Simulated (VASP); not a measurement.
# Si (P2_1/m) in VASP: further runs

The runs below take Si through single point, with LDA.

Program: VASP 6.6.1. These are calculated values, not measurements. Logs are shortened: lines on timing, memory, paths and dates and some standing lists are left out, and cuts for length are marked.

## Step 1: The cell of the first run

Symmetry: P2_1/m, No. 11, monoclinic system. The conventional cell has a = 2.651 Å, b = 4.542 Å, c = 2.651 Å, α = 90.00°, β = 120.00°, γ = 90.00°. Within 3.5 Å of Si (site symmetry m) lie 12 Si at 2.65 to 2.84 Å.

## Step 2: Single point, LDA (atoms displaced along a vibrational mode)

Contents of INCAR:

```
SYSTEM = Si
PREC     = Accurate       ! precision mode
ENCUT    = 520            ! plane-wave cutoff, eV
EDIFF    = 1E-7           ! SCF threshold, eV
ISMEAR   = 0              ! smearing method
SIGMA    = 0.15           ! smearing width, eV
LREAL    = .False.        ! projectors in reciprocal space
LASPH    = .True.         ! aspherical terms in the spheres
NELM     = 60             ! most SCF steps
ALGO     = Fast           ! electronic algorithm
ISIF     = 2              ! what is computed and relaxed
LWAVE    = .False.        ! write WAVECAR
LCHARG   = .False.        ! write CHGCAR
NBANDS   = 11             ! bands
```

Contents of KPOINTS:

```
Automatic mesh
0
Gamma
  24 24 14
  0 0 0
```

Contents of POSCAR:

```
Si
1.0
    2.6510666862      0.0000000000      0.0000000000
   -1.3255333431      2.2958910974      0.0000000000
    0.0000000000      0.0000000000      4.5417424135
Si
2
Direct
    0.3701109823      0.6666666667      0.2500000000
    0.6298890177      0.3333333333      0.7500000000
```

Potentials or basis: VASP PAW LDA potentials, release 64 (Si).

Started as:

```
cat potpaw_LDA.64/Si/POTCAR > POTCAR
mpirun -np 1 vasp_std > vasp.out
```

OUTCAR:

```text
SYSTEM = Si
   PREC = Accurate
   ENCUT = 520
   EDIFF = 1E-7
   ISMEAR = 0
   LREAL = .False.
   LASPH = .True.
   NELM = 60
   ISIF = 2

 ion  position               nearest neighbor table
   1  0.370  0.667  0.250-   2 2.65   2 2.65   2 2.75   2 2.75   2 2.84   2 2.84
   2  0.630  0.333  0.750-   1 2.65   1 2.65   1 2.75   1 2.75   1 2.84   1 2.84

  LATTYP: Found a hexagonal cell.
 ALAT       =     2.6510666862
 C/A-ratio  =     1.7131754690

  Lattice vectors:

 A1 = (   2.6510666862,   0.0000000000,   0.0000000000)
 A2 = (  -1.3255333431,   2.2958910974,   0.0000000000)
 A3 = (   0.0000000000,   0.0000000000,   4.5417424135)

Analysis of symmetry for initial positions (statically):
=====================================================================
 Subroutine PRICEL returns:
 Original cell was already a primitive cell.

 Routine SETGRP: Setting up the symmetry group for a
 hexagonal supercell.

 Subroutine GETGRP returns: Found  4 space group operations
 (whereof  2 operations were pure point group operations)
 out of a pool of 24 trial point group operations.

The static configuration has the point symmetry S_2 .
 The point group associated with its full space group is C_2h.

Analysis of symmetry for dynamics (positions and initial velocities):
=====================================================================
 Subroutine PRICEL returns:
 Original cell was already a primitive cell.

 Routine SETGRP: Setting up the symmetry group for a
 hexagonal supercell.

 Subroutine GETGRP returns: Found  4 space group operations
 (whereof  2 operations were pure point group operations)
 out of a pool of 24 trial point group operations.

The dynamic configuration has the point symmetry S_2 .
 The point group associated with its full space group is C_2h.

 Subroutine INISYM returns: Found  4 space group operations
 (whereof  2 operations are pure point group operations),
 and found     1 'primitive' translations

----------------------------------------------------------------------------------------

                                     Primitive cell

  volume of cell :      27.6436

  direct lattice vectors                    reciprocal lattice vectors
     2.651066686  0.000000000  0.000000000     0.377206656  0.217780364  0.000000000
    -1.325533343  2.295891097  0.000000000     0.000000000  0.435560729  0.000000000
     0.000000000  0.000000000  4.541742413     0.000000000  0.000000000  0.220179814

  length of vectors
     2.651066686  2.651066686  4.541742413     0.435560729  0.435560729  0.220179814

  position of ions in fractional coordinates (direct lattice)
     0.370110982  0.666666667  0.250000000
     0.629889018  0.333333333  0.750000000

  ion indices of the primitive-cell ions
   primitive index   ion index
                 1           1
                 2           2

----------------------------------------------------------------------------------------

 KPOINTS: Automatic mesh

Automatic generation of k-mesh.
 Grid dimensions read from file:
 generate k-points for:   24   24   14

 Generating k-lattice:

  Cartesian coordinates                     Fractional coordinates (reciprocal lattice)
     0.015716944  0.009074182  0.000000000     0.041666667 -0.000000000  0.000000000
     0.000000000  0.018148364  0.000000000     0.000000000  0.041666667  0.000000000
     0.000000000  0.000000000  0.015727130     0.000000000  0.000000000  0.071428571

  Length of vectors
     0.018148364  0.018148364  0.015727130

  Shift w.r.t. Gamma in fractional coordinates (k-lattice)
     0.000000000  0.000000000  0.000000000

 Subroutine IBZKPT returns following result:
 ===========================================

 Found   2320 irreducible k-points:

 Following reciprocal coordinates:
            Coordinates               Weight
  0.000000  0.000000  0.000000      1.000000
  0.041667 -0.000000  0.000000      2.000000
  0.000000  0.041667  0.000000      2.000000
 -0.041667  0.041667  0.000000      2.000000
  0.083333 -0.000000  0.000000      2.000000
  0.000000  0.083333  0.000000      2.000000
[... 16 lines left out ...]
  0.333333 -0.000000  0.000000      2.000000
  0.000000  0.333333  0.000000      2.000000
 [... further k-points ...]
   k-points           NKPTS =   2320   k-points in BZ     NKDIM =   2320   number of bands    NBANDS=     11
   number of dos      NEDOS =    301   number of ions     NIONS =      2
   total plane-waves  NPLWV =  14400
   dimension x,y,z NGX =    20 NGY =   20 NGZ =   36
   dimension x,y,z NGXF=    40 NGYF=   40 NGZF=   72
   ions per type =               2
   NGX,Y,Z   is equivalent  to a cutoff of  12.54, 12.54, 13.18 a.u.
   NGXF,Y,Z  is equivalent  to a cutoff of  25.08, 25.08, 26.35 a.u.
 SYSTEM =  Si
   PREC   = accura    normal or accurate (medium, high low for compatibility)
   ISTART =      0    job   : 0-new  1-cont  2-samecut
   ICHARG =      2    charge: 1-file 2-atom 10-const
   ISPIN  =      1    spin polarized calculation?
   LNONCOLLINEAR =      F non collinear calculations
   LSORBIT =      F    spin-orbit coupling
   LASPH  =      T    aspherical Exc in radial PAW
   ENCUT  =  520.0 eV  38.22 Ry    6.18 a.u.   4.93  4.93  8.44*2*pi/ulx,y,z
   NELM   =     60;   NELMIN=  2; NELMDL= -5     # of ELM steps
   EDIFF  = 0.1E-06   stopping-criterion for ELM
   LREAL  =      F    real-space projection
   EDIFFG = 0.1E-05   stopping-criterion for IOM
   NSW    =      0    number of steps for IOM
   IBRION =     -1    ionic relax: 0-MD 1-quasi-New 2-CG
   NFREE  =      0    steps in history (QN), initial steepest desc. (CG)
   ISIF   =      2    stress and relaxation
   ISYM   =      2    0-nonsym 1-usesym 2-fastsym
   POTIM  = 0.5000    time-step for ionic-motion
   TEBEG  =    0.0;   TEEND  =   0.0 temperature during run
   PSTRESS=    0.0 pullay stress
   NELECT =       8.0000    total number of electrons
   NUPDOWN=      -1.0000    fix difference up-down
   EMIN   =  10.00;   EMAX   =-10.00  energy-range for DOS
   EFERMI =   0.00;   METHOD = LEGACY
   ISMEAR =     0;   SIGMA  =   0.15  broadening in eV -4-tet -1-fermi 0-gaus
   EFERMI_NEDOS =   21; number of points for ismear=-14 and -15
   IALGO  =     68    algorithm
   IMIX   =      4    mixing-type and parameters
     AMIX     =   0.40;   BMIX     =  1.00
     AMIX_MAG =   1.60;   BMIX_MAG =  1.00
  volume/ion in A,a.u.               =      13.82        93.27
  Fermi-wavevector in a.u.,A,eV,Ry     =   1.082863  2.046314 15.954074  1.172591
  Thomas-Fermi vector in A             =   2.218915
   LORBIT       =      0    0 simple, 1 ext, 2 COOP (PROOUT), +10 PAW based schemes
   GGA     = CA    functional components
   LHFCALC =     F    Hartree Fock is set to
   AEXX    =    0.0000 exact exchange contribution
   IVDW    =     0    specifies the selected vdW correction
   LEPSILON=     F    determine dielectric tensor
   LRPA    =     F    only Hartree local field effects (RPA)
 non-spin polarized calculation
 RMM-DIIS sequential band-by-band and
 Gauss-broadening in eV      SIGMA  =   0.15
  energy-cutoff  :      520.00
  volume of cell :       27.64
 maximum number of plane-waves:       771
   NGX =  9   NGY =  9   NGZ = 17

 number of electron       8.0000000 magnetization

 Free energy of the ion-electron system (eV)
  ---------------------------------------------------
  ext. energy  EPLUGINS =         0.00000000
  ---------------------------------------------------
  free energy    TOTEN  =       -11.09926060 eV

  energy without entropy =      -11.09115173  energy(sigma->0) =      -11.09520617

 E-fermi :  10.7313     XC(G=0): -11.4471

 val. band max:       10.7307899196   @ k =   0.1250   0.3333  -0.2143
 cond. band min:      10.7313389116   @ k =  -0.4583  -0.2500  -0.2857
 fundamental gap:      0.0005489920
 Fermi energy:        10.7312718225

 k-point     1 :       0.0000    0.0000    0.0000
  band No.  band energies     occupation
      1      -4.0820      2.00000
      2       2.3351      2.00000
      3       3.3424      2.00000
      4      19.7116      0.00000
      5      20.2234      0.00000
      6      20.9307      0.00000
      7      21.1587      0.00000
      8      21.5448      0.00000
      9      21.6192      0.00000
     10      23.5543      0.00000
     11      24.9172      0.00000

 k-point     2 :       0.0417   -0.0000    0.0000
  band No.  band energies     occupation
      1      -4.0343      2.00000
      2       2.3822      2.00000
      3       3.3873      2.00000
      4      19.0545      0.00000
      5      19.4279      0.00000
      6      21.0091      0.00000
      7      21.1643      0.00000
      8      21.8225      0.00000
      9      22.1574      0.00000
     10      23.4158      0.00000
     11      24.3754      0.00000

 k-point     3 :       0.0000    0.0417    0.0000
  band No.  band energies     occupation
      1      -4.0342      2.00000
      2       2.3822      2.00000
      3       3.3875      2.00000
      4      18.9763      0.00000
      5      19.6288      0.00000
      6      20.8229      0.00000
      7      21.1549      0.00000
      8      21.6265      0.00000
      9      22.3745      0.00000
     10      23.5673      0.00000
     11      24.3122      0.00000

 k-point     4 :      -0.0417    0.0417    0.0000
  band No.  band energies     occupation
      1      -4.0342      2.00000
      2       2.3822      2.00000
      3       3.3877      2.00000
      4      18.9962      0.00000
      5      19.6099      0.00000
      6      20.8518      0.00000
      7      21.1481      0.00000
      8      21.5668      0.00000
      9      22.3891      0.00000
     10      23.6591      0.00000
     11      24.2300      0.00000

 k-point     5 :       0.0833   -0.0000    0.0000
  band No.  band energies     occupation
      1      -3.8912      2.00000
      2       2.5232      2.00000
      3       3.5219      2.00000
      4      17.4923      0.00000
      5      18.6605      0.00000
      6      20.5822      0.00000
      7      21.1607      0.00000
      8      22.2440      0.00000
      9      22.5830      0.00000
     10      22.9116      0.00000
     11      23.8932      0.00000
[... 211 lines left out ...]
 k-point    21 :       0.0000    0.2917    0.0000
  band No.  band energies     occupation
      1      -1.7562      2.00000
      2       4.6126      2.00000
      3       5.5416      2.00000
      4       9.2990      2.00000
      5      15.1704      0.00000
      6      15.7442      0.00000
      7      16.3042      0.00000
      8      17.6606      0.00000
      9      20.8287      0.00000
     10      23.0934      0.00000
     11      23.3130      0.00000

 k-point    22 :      -0.2917    0.2917    0.0000
  band No.  band energies     occupation
      1      -1.7535      2.00000
      2       4.6118      2.00000
      3       5.5552      2.00000
      4       9.3047      2.00000
      5      15.1567      0.00000
      6      15.7179      0.00000
      7      16.1539      0.00000
      8      17.7482      0.00000
      9      20.5977      0.00000
     10      23.3718      0.00000
     11      23.4200      0.00000

 k-point    23 :       0.3333   -0.0000    0.0000
  band No.  band energies     occupation
      1      -1.0559      2.00000
      2       5.2957      2.00000
      3       6.1788      2.00000
      4       7.8294      2.00000
      5      13.8057      0.00000
      6      15.1233      0.00000
      7      15.3018      0.00000
      8      17.5292      0.00000
      9      20.2931      0.00000
     10      22.8571      0.00000
     11      22.9705      0.00000

 k-point    24 :       0.0000    0.3333    0.0000
  band No.  band energies     occupation
      1      -1.0504      2.00000
      2       5.2928      2.00000
      3       6.2076      2.00000
      4       7.8339      2.00000
      5      13.7941      0.00000
      6      14.9128      0.00000
      7      15.3744      0.00000
      8      17.2854      0.00000
      9      20.5041      0.00000
     10      23.0536      0.00000
     11      23.1071      0.00000

 [... further k-points ...]
[... 5 lines left out ...]
  --------------------------------------------------------------------------------------
  -------------------------------------------------------------------------------------
  Total        0.0622480      0.0311555      0.0253618      0.0294849      0.0000000      0.0000000
  in kB        3.6077943      1.8057205      1.4699274      1.7088976      0.0000000      0.0000000
  external PRESSURE =       2.2944807 kB  Pullay stress =       0.0000000 kB

 VOLUME and BASIS-vectors are now :
 -----------------------------------------------------------------------------
  energy-cutoff  :      520.00
  volume of cell :       27.64
      direct lattice vectors                 reciprocal lattice vectors
     2.651066686  0.000000000  0.000000000     0.377206656  0.217780364  0.000000000
    -1.325533343  2.295891097  0.000000000     0.000000000  0.435560729  0.000000000
     0.000000000  0.000000000  4.541742413     0.000000000  0.000000000  0.220179814

 POSITION                                       TOTAL-FORCE (eV/Angst)
 -----------------------------------------------------------------------------------
      0.09750      1.53059      1.13544         0.111881     -0.038523     -0.000000
      1.22803      0.76530      3.40631        -0.111881      0.038523      0.000000
 -----------------------------------------------------------------------------------
    total drift:                                0.000000      0.000000     -0.000000

  FREE ENERGIE OF THE ION-ELECTRON SYSTEM (eV)
  ---------------------------------------------------
  free  energy   TOTEN  =       -11.0992605997 eV

  energy  without entropy=      -11.0911517314  energy(sigma->0) =      -11.09520617
```

Run time: 7.9 min. Hardware: 1 thread of Oxide Virtual Turin-like, shared host; peak memory 0.56 GiB.

Results:

```yaml
Free_energy: -11.0993 eV
Pressure: 0.2 GPa
Largest_force: 0.118 eV/Å
Band_gap_on_the_k_mesh: zero (bands 4 and 5 overlap by 12.68 eV)
```

Forces on the atoms (eV/Å):
```
Si   0.112 -0.039  0.000
Si  -0.112  0.039  0.000
```

Stress tensor (GPa, compression positive):
```
0.36 0.17 0.00
0.17 0.18 0.00
0.00 0.00 0.15
```

Caveat: the cell differs from its parent crystal (atoms displaced along a vibrational mode).

(Part 1 of 2 ends here.)
